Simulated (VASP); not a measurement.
# ZnSe (Stilleite) (F-43m) in VASP: a series of runs, part 2 of 2

VASP 6.6.1.

## (4) Single point, PBE

Input file INCAR:

```
SYSTEM = ZnSe
  PREC = Accurate
  ENCUT = 500
  EDIFF = 1E-6
  ISMEAR = 0
  SIGMA = 0.01
  LREAL = .False.
  LASPH = .True.
  NELM = 120
  ALGO = Normal
  ISIF = 2
  LWAVE = .False.
  LCHARG = .False.
  GGA = PE
  NBANDS = 16
  GGA_COMPAT = .False.
```

Input file KPOINTS:

```
regular mesh
0
Gamma
  7 7 7
  0 0 0
```

Input file POSCAR:

```
ZnSe
1.0
    0.0000000000      2.6675133145      2.6675133145
    2.6675133145      0.0000000000      2.6675133145
    2.6675133145      2.6675133145      0.0000000000
Zn Se
1 1
Direct
    0.0000000000      0.0000000000      0.0000000000
    0.2500000000      0.2500000000      0.2500000000
```

Potentials or basis: VASP PAW PBE potentials, release 64 (Zn, Se).

On the command line:

```console
> cat potpaw_PBE.64/Zn/POTCAR potpaw_PBE.64/Se/POTCAR > POTCAR
> mpirun -np 1 vasp_std > vasp.out
```

OUTCAR:

```text
SYSTEM = ZnSe
   PREC = Accurate
   ENCUT = 500
   EDIFF = 1E-6
   ISMEAR = 0
   LREAL = .False.
   LASPH = .True.
   NELM = 120
   ISIF = 2
   GGA = PE

 ion  position               nearest neighbor table
   1  0.000  0.000  0.000-   2 2.31   2 2.31   2 2.31   2 2.31
   2  0.250  0.250  0.250-   1 2.31   1 2.31   1 2.31   1 2.31

  LATTYP: Found a face centered cubic cell.
 ALAT       =     5.3350266290

  Lattice vectors:

 A1 = (   0.0000000000,   2.6675133145,   2.6675133145)
 A2 = (   2.6675133145,   0.0000000000,   2.6675133145)
 A3 = (   2.6675133145,   2.6675133145,   0.0000000000)

Analysis of symmetry for initial positions (statically):
=====================================================================
 Subroutine PRICEL returns:
 Original cell was already a primitive cell.

 Routine SETGRP: Setting up the symmetry group for a
 face centered cubic supercell.

 Subroutine GETGRP returns: Found 24 space group operations
 (whereof 24 operations were pure point group operations)
 out of a pool of 48 trial point group operations.

The static configuration has the point symmetry T_d .

Analysis of symmetry for dynamics (positions and initial velocities):
=====================================================================
 Subroutine PRICEL returns:
 Original cell was already a primitive cell.

 Routine SETGRP: Setting up the symmetry group for a
 face centered cubic supercell.

 Subroutine GETGRP returns: Found 24 space group operations
 (whereof 24 operations were pure point group operations)
 out of a pool of 48 trial point group operations.

The dynamic configuration has the point symmetry T_d .

 Subroutine INISYM returns: Found 24 space group operations
 (whereof 24 operations are pure point group operations),
 and found     1 'primitive' translations

----------------------------------------------------------------------------------------

[... 105 lines left out ...]
   IMIX   =      4    mixing-type and parameters
     AMIX     =   0.40;   BMIX     =  1.00
     AMIX_MAG =   1.60;   BMIX_MAG =  1.00
  volume/ion in A,a.u.               =      18.98       128.09
  Fermi-wavevector in a.u.,A,eV,Ry     =   1.276583  2.412392 22.172928  1.629664
  Thomas-Fermi vector in A             =   2.409231
   LORBIT       =      0    0 simple, 1 ext, 2 COOP (PROOUT), +10 PAW based schemes
   GGA     = PE    functional components
   LHFCALC =     F    Hartree Fock is set to
   AEXX    =    0.0000 exact exchange contribution
   IVDW    =     0    specifies the selected vdW correction
   LEPSILON=     F    determine dielectric tensor
   LRPA    =     F    only Hartree local field effects (RPA)
 non-spin polarized calculation
 Gauss-broadening in eV      SIGMA  =   0.01
  energy-cutoff  :      500.00
  volume of cell :       37.96
 maximum number of plane-waves:       978
   NGX = 13   NGY = 13   NGZ = 13

 number of electron      18.0000019 magnetization

 Free energy of the ion-electron system (eV)
  ---------------------------------------------------
  ext. energy  EPLUGINS =         0.00000000
  ---------------------------------------------------
  free energy    TOTEN  =        -5.54588323 eV

  energy without entropy =       -5.54588323  energy(sigma->0) =       -5.54588323

 E-fermi :   3.4143     XC(G=0): -10.1764

 val. band max:        3.3566249036   @ k =   0.0000   0.0000   0.0000
 cond. band min:       5.4306454204   @ k =   0.0000   0.0000   0.0000
 fundamental gap:      2.0740205168
 Fermi energy:         3.4143458147

 k-point     1 :       0.0000    0.0000    0.0000
  band No.  band energies     occupation
      1     -11.2535      2.00000
      2      -4.0354      2.00000
      3      -4.0354      2.00000
      4      -4.0354      2.00000
      5      -3.4794      2.00000
      6      -3.4794      2.00000
[... 357 lines left out ...]
      3      -3.7455      2.00000
      4      -3.5595      2.00000
      5      -3.5067      2.00000
      6      -3.0589      2.00000
[... 8 lines left out ...]
     15      16.7743      0.00000
     16      19.6099      0.00000

------------------------ aborting loop because EDIFF is reached ----------------------------------------

  FORCE on cell =-STRESS in cart. coord.  units (eV):
  Direction    XX          YY          ZZ          XY          YZ          ZX
  --------------------------------------------------------------------------------------
  -------------------------------------------------------------------------------------
  Total        4.8435661      4.8435661      4.8435661      0.0000000      0.0000000      0.0000000
  in kB      204.4212446    204.4212446    204.4212446      0.0000000      0.0000000      0.0000000
  external PRESSURE =     204.4212446 kB  Pullay stress =       0.0000000 kB

 VOLUME and BASIS-vectors are now :
 -----------------------------------------------------------------------------
  energy-cutoff  :      500.00
  volume of cell :       37.96
      direct lattice vectors                 reciprocal lattice vectors
     0.000000000  2.667513314  2.667513314    -0.187440489  0.187440489  0.187440489
     2.667513314  0.000000000  2.667513314     0.187440489 -0.187440489  0.187440489
     2.667513314  2.667513314  0.000000000     0.187440489  0.187440489 -0.187440489

 POSITION                                       TOTAL-FORCE (eV/Angst)
 -----------------------------------------------------------------------------------
      0.00000      0.00000      0.00000         0.000000      0.000000      0.000000
      1.33376      1.33376      1.33376        -0.000000     -0.000000     -0.000000
 -----------------------------------------------------------------------------------
    total drift:                                0.000001      0.000001      0.000001

  FREE ENERGIE OF THE ION-ELECTRON SYSTEM (eV)
  ---------------------------------------------------
  free  energy   TOTEN  =        -5.5458832255 eV

  energy  without entropy=       -5.5458832255  energy(sigma->0) =       -5.54588323
```

It took 33 s on 1 thread of AMD EPYC 7R13, shared host; peak memory 0.13 GiB.

Results:

| Quantity | Value |
| --- | --- |
| Free energy | -5.5459 eV |
| Pressure | 20.4 GPa |
| Band gap on the k mesh | 2.07 eV, direct |

## (5) The runs side by side

```tsv
task	cell	cutoff (eV)	gap on the mesh (eV)	pressure (GPa)
single point	a = 3.772 Å, angles 60.0°, 2 atoms	520	2.07	20.4
relaxation of cell and atoms	relaxed to 20 GPa from a = 4.008 Å, angles 60.0°, 2 atoms	600	2.06	20.0
single point	a = 3.772 Å, angles 60.0°, 2 atoms	500	2.07	20.4
```

Alike in all rows: level PBE; potentials or basis VASP PAW PBE potentials, release 64 (Zn, Se); no spin polarisation; k mesh 7 × 7 × 7; smearing gaussian 0.01 eV.

Caveats: the cell is relaxed towards a set pressure, so the enthalpy falls and the energy may rise (some runs).

Absolute energies hang on the potentials; compare differences alone.
